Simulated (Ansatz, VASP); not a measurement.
One calculation of InSe, two programs

File INCAR:

```
SYSTEM = InSe
  PREC = Accurate
  ENCUT = 600
  EDIFF = 1E-6
  ISMEAR = 0
  SIGMA = 0.1
  LREAL = .FALSE.
  LASPH = .TRUE.
  NELM = 80
  ALGO = Normal
  ISIF = 3
  LWAVE = .FALSE.
  LCHARG = .FALSE.
  GGA = PS
  IBRION = 2
  NSW = 80
  EDIFFG = -0.01
```

KPOINTS

```
Automatic mesh
0
G
  12 12 12
  0 0 0
```

POSCAR

```
InSe
1.0
    0.0000000000      2.9082433716      2.9082433716
    2.9082433716      0.0000000000      2.9082433716
    2.9082433716      2.9082433716      0.0000000000
In Se
1 1
Direct
    0.0000000000      0.0000000000      0.0000000000
    0.5000000000      0.5000000000      0.5000000000
```

Input for Ansatz:

```yaml
crystal:
  lattice:
    - [0.0, 2.9082433716, 2.9082433716]
    - [2.9082433716, 0.0, 2.9082433716]
    - [2.9082433716, 2.9082433716, 0.0]
  atoms:
    - { symbol: In, position: [0.0, 0.0, 0.0] }
    - { symbol: Se, position: [0.5, 0.5, 0.5] }
basis:
  ecutwfc: 420
kpoints:
  mp_grid: { grid: [12, 12, 12] }
hamiltonian:
  xc: pbesol
scf:
  occupations: { method: gaussian, width: 0.1 }
output:
  forces: true
  stress: true
  eigenvalues: true
relax:
  adjacent_minimum: "off"
  f_tol: 0.01
  max_steps: 60
  cell: { stress_tol: 0.1 }
```

Alike in both runs: task relaxation of cell and atoms; functional PBEsol; k mesh 12 × 12 × 12; occupations gaussian, width 0.1 eV; no spin polarisation.

```csv
,VASP,Ansatz
version,VASP 6.6.1,Ansatz 0.2.0
potentials or method,"VASP PAW PBE potentials, release 64 (In_d, Se), cutoff 600 eV","scalar-relativistic, plane waves, PAW"
valence electrons in the cell,19,29
```

VASP gave:

| Property | Result |
| --- | --- |
| gap on the k mesh at the Fermi level, each at its own relaxed structure (eV) | none |
| relaxed volume (Å³/atom) | 24.52 |
| relaxed cell length with the largest relative difference (Å) | 4.108 |

Problem. Estimate Ansatz's values.

Solution. gap on the k mesh at the Fermi level, each at its own relaxed structure (eV): none; relaxed volume (Å³/atom): 24.51; relaxed cell length with the largest relative difference (Å): 4.108.

VASP's potentials were made for PBE, not for PBEsol. A gap of «none» marks a metal or a gap that the smearing closes. VASP's potentials hold 19 valence electrons a cell and Ansatz's 29, so a difference there can come from the potentials and not from the codes.
